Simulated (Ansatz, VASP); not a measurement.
## WSe: VASP beside Ansatz

File POSCAR:

```
WSe
1.0
    0.0000000000      3.1021847864      3.1021847864
    3.1021847864      0.0000000000      3.1021847864
    3.1021847864      3.1021847864      0.0000000000
W Se
1 1
Direct
    0.0000000000      0.0000000000      0.0000000000
    0.2500000000      0.2500000000      0.2500000000
```

Contents of INCAR.step1:

```
SYSTEM = WSe
ALGO = Normal
EDIFF = 1E-4
ENCUT = 520
GGA = PE
ISMEAR = 0
ISPIN = 2
LASPH = .TRUE.
LCHARG = .FALSE.
LDAU = .TRUE.
LDAUJ = 0 0
LDAUL = 2 -1
LDAUTYPE = 2
LDAUU = 6.2 0
LMAXMIX = 4
LREAL = .FALSE.
LWAVE = .TRUE.
MAGMOM = 1 0
NBANDS = 21
NELM = 150
PREC = Accurate
SIGMA = 0.1
```

INCAR.step2

```
SYSTEM = WSe
ALGO = Normal
EDIFF = 1E-6
ENCUT = 520
ISIF = 2
ISMEAR = 0
ISPIN = 2
ISTART = 1
LASPH = .TRUE.
LCHARG = .TRUE.
LDAU = .TRUE.
LDAUJ = 0 0
LDAUL = 2 -1
LDAUPRINT = 1
LDAUTYPE = 2
LDAUU = 6.2 0
LELF = .TRUE.
LMAXMIX = 4
LMIXTAU = .TRUE.
LORBIT = 11
LREAL = .FALSE.
LVHAR = .TRUE.
LWAVE = .FALSE.
MAGMOM = 1 0
METAGGA = R2SCAN
NBANDS = 21
NELM = 150
PREC = Accurate
SIGMA = 0.1
```

Contents of KPOINTS:

```
k-points
0
G
  12 12 12
  0 0 0
```

Input for Ansatz:

```yaml
crystal:
  lattice:
    - [0.0, 3.1021847864, 3.1021847864]
    - [3.1021847864, 0.0, 3.1021847864]
    - [3.1021847864, 3.1021847864, 0.0]
  atoms:
    - { symbol: W, position: [0.0, 0.0, 0.0], spin: 1.0 }
    - { symbol: Se, position: [0.25, 0.25, 0.25] }
basis:
  ecutwfc: 500
kpoints:
  mp_grid: { grid: [12, 12, 12] }
hamiltonian:
  xc: r2scan
  hubbard: { sites: [{ species: W, l: d, u_eff: 6.2 }] }
scf:
  occupations: { method: gaussian, width: 0.1 }
output:
  forces: true
  stress: true
  eigenvalues: true
  populations: true
magnetization:
  spin_polarized: true
```

Alike in both runs: task single point; functional r2SCAN; k mesh 12 × 12 × 12; occupations gaussian, width 0.1 eV; collinear spin; Hubbard terms W d U = 6.2 eV.

```csv
,VASP,Ansatz
version,VASP 6.6.1,Ansatz 0.2.0
potentials or method,"VASP PAW PBE potentials, release 64 (W_sv, Se), cutoff 520 eV","scalar-relativistic, plane waves, PAW"
valence electrons in the cell,20,30
```

VASP gave:

* gap on the k mesh at the Fermi level (eV): none
* pressure (GPa): -1.7
* net moment per atom (μB): 2.00
* size of the moment on the site where the two differ most (μB): 3.31

Task: What did Ansatz give for the same quantities?

Result: gap on the k mesh at the Fermi level (eV): none; pressure (GPa): 0.0; net moment per atom (μB): 2.00; size of the moment on the site where the two differ most (μB): 2.99.

VASP's potentials were made for PBE, not for r2SCAN. Site moments also hang on the region over which each program counts them. The programs project onto different local orbitals, so the same U acts differently, and such runs can settle in different states. A gap of «none» marks a metal or a gap that the smearing closes. VASP's potentials hold 20 valence electrons a cell and Ansatz's 30, so a difference there can come from the potentials and not from the codes. Ansatz's warnings: filled band counts differ across k points, stability check not made.

Spin-orbit coupling is off throughout.
